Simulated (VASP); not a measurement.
A run of VASP 6.6.1 is set up as follows.

POSCAR

```
AlN
1.0
    0.0000000000      1.9690000000      1.9690000000
    1.9690000000      0.0000000000      1.9690000000
    1.9690000000      1.9690000000      0.0000000000
Al N
1 1
Direct
    0.0000000000      0.0000000000      0.0000000000
    0.5000000000      0.5000000000      0.5000000000
```

INCAR.step1

```
  PREC = Accurate
  ENCUT = 520
  EDIFF = 1E-5
  ISMEAR = 0
  SIGMA = 0.01
  LREAL = False
  LASPH = True
  NELM = 120
  ALGO = Normal
  ISIF = 2
  LWAVE = True
  GGA = PE
  NBANDS = 11
  GGA_COMPAT = False
```

The input INCAR.step2:

```
  PREC = Accurate
  ENCUT = 520
  EDIFF = 1E-6
  ISMEAR = 0
  SIGMA = 0.01
  LREAL = False
  LASPH = True
  NELM = 120
  ALGO = Normal
  ISIF = 2
  LWAVE = False
  LCHARG = True
  GGA = PE
  LHFCALC = True
  HFSCREEN = 0.2079
  PRECFOCK = Normal
  LELF = True
  LVHAR = True
  ISTART = 1
  NBANDS = 11
  GGA_COMPAT = False
```

File KPOINTS:

```
regular mesh
0
Gamma
  6 6 6
```

Potentials or basis: VASP PAW PBE potentials, release 64 (Al, N).

Launch:

```bash
$ cat potpaw_PBE.64/Al/POTCAR potpaw_PBE.64/N/POTCAR > POTCAR
$ cp INCAR.step1 INCAR
$ mpirun -np 1 vasp_std > vasp.out
$ cp INCAR.step2 INCAR
$ mpirun -np 1 vasp_std > vasp.out
```

Q: What does it give for the band gap on the k mesh?

A: 6.50 eV, indirect (least direct gap 8.49 eV).

Q: What does it give for the pressure?

A: 22.4 GPa.

Caveat: the k points lie up to 0.46 Å⁻¹ apart; the PAW data sets were made with another functional, which shifts forces and pressure a little. A k mesh can miss the band edges.
